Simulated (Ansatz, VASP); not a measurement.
**One calculation of Sc, two programs**

```
Sc
1.0
     2.79648    0.00000    0.00000
     0.00000    2.79648    0.00000
     0.00000    0.00000    2.79648
Sc
1
Cartesian
  0.0000 0.0000 0.0000
```

Alike in both runs: task single point; functional PBEsol; k mesh 12 × 12 × 12; occupations fermi-dirac, width 0.1 eV; no spin polarisation.

```csv
,VASP,Ansatz
version,VASP 6.6.1,Ansatz 0.2.0
potentials or method,"VASP PAW PBE potentials, release 64 (Sc_sv), cutoff 500 eV","plane waves (420 eV) with PAW, scalar-relativistic"
valence electrons in the cell,11,11
```

Ansatz gave:

```
pressure (GPa) : 5.6
```

Q: Estimate VASP's values.

A: Pressure (GPa): 5.7.

VASP's potentials were made for PBE, not for PBEsol, and Ansatz warns of the same on its side.
